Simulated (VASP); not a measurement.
# Au: single point with r2SCAN

Crystal: Au.

```xyz
1
Lattice="0.0000 2.0606 2.0606 2.0606 0.0000 2.0606 2.0606 2.0606 0.0000" Properties=species:S:1:pos:R:3 pbc="T T T"
Au    0.0000    0.0000    0.0000
```

```json
{"Program": "VASP 6.6.1", "Task": "single point", "Functional": "r2SCAN", "Potentials or basis": "VASP PAW PBE potentials, release 64 (Au)", "Cutoff": "550 eV", "k mesh": "7 × 7 × 7", "Occupations": "fermi-dirac, width 0.0974 eV", "Spin": "no spin polarisation", "Dipole correction": "no", "Further INCAR settings": "ALGO = Normal; EDIFF = 1e-06; NBANDS = 12"}
```

```json
{
 "Pressure": "0.3 GPa"
}
```

Levels at points of the mesh, in eV from the Fermi level:
```tsv
k point	band 2	band 3	band 4	band 5	band 6	band 7	band 8	band 9	band 10	band 11
(0.00, 0.00, 0.00)	-4.55	-4.55	-4.55	-3.09	-3.09	15.59	19.53	19.53	19.53	24.71
```

It took 38 s on 1 thread of Intel Xeon 8259CL (shared host), peak memory 0.15 GiB.

Caveat: the k points lie up to 0.38 Å⁻¹ apart; the PAW data sets were made with another functional, which shifts forces and pressure a little; spin-orbit coupling is left out, which moves the levels of the heavy elements.
